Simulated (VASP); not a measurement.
KBaCeBiO6: single point with PBE+U

The system is KBaCeBiO6.

```
CELL_PARAMETERS angstrom
0.00000 4.33589 4.33589
4.33589 0.00000 4.33589
4.33589 4.33589 0.00000
ATOMIC_POSITIONS crystal
Ba 0.75000 0.75000 0.75000
Bi 0.00000 0.00000 0.00000
Ce 0.50000 0.50000 0.50000
K 0.25000 0.25000 0.25000
O 0.75828 0.24172 0.24172
O 0.24172 0.75828 0.75828
O 0.24172 0.75828 0.24172
O 0.75828 0.24172 0.75828
O 0.24172 0.24172 0.75828
O 0.75828 0.75828 0.24172
```

```json
{"Program": "VASP 6.6.1", "Task": "single point", "Functional": "PBE", "Potentials or basis": "VASP PAW PBE potentials, release 64 (Ba_sv, Bi_d, Ce, K_sv, O)", "Cutoff": "600 eV", "k mesh": "6 × 6 × 6", "Occupations": "gaussian, width 0.02 eV", "Spin": "no spin polarisation", "Hubbard terms": "Ce f U = 5.0 eV, O p U = 5.5 eV"}
```

```yaml
Pressure: 2.0 GPa
Largest_force: 0.452 eV/Å
Band_gap_on_the_k_mesh: 2.26 eV (least direct gap 2.30 eV)
```

Forces in eV/Å, atoms in the order of the input:
```
Ba   0.000  0.000  0.000
Bi   0.000  0.000  0.000
Ce   0.000  0.000  0.000
K    0.000  0.000  0.000
O    0.452  0.000  0.000
O   -0.452  0.000  0.000
O    0.000  0.452  0.000
O    0.000 -0.452  0.000
O    0.000  0.000  0.452
O    0.000  0.000 -0.452
```

Levels at points of the mesh, in eV from the valence-band top:
| k point | band 39 | band 40 | band 41 | band 42 | band 43 | band 44 |
| --- | --- | --- | --- | --- | --- | --- |
| (0.00, 0.00, 0.00) | 0.00 | 0.00 | 0.00 | 2.85 | 2.91 | 2.99 |
| (0.50, 0.00, 0.00) | -0.39 | -0.15 | -0.15 | 2.34 | 2.91 | 2.96 |
| (0.50, 0.50, 0.00) | -0.74 | -0.74 | -0.04 | 2.26 | 2.82 | 2.89 |

Eigenvalues of the final occupation matrices:
```tsv
site	spin	trace	eigenvalues
site 3 f	1	0.38	0.00 0.03 0.03 0.03 0.09 0.09 0.09
site 3 f	2	0.38	0.00 0.03 0.03 0.03 0.09 0.09 0.09
```

Run time: 3.3 min on 1 thread of AMD EPYC 9R45 96-Core Processor (Zen 5), with other jobs on the host, peak memory 0.46 GiB.

Caveat: spin-orbit coupling is left out, which moves the levels of the heavy elements. A k mesh can miss the band edges.
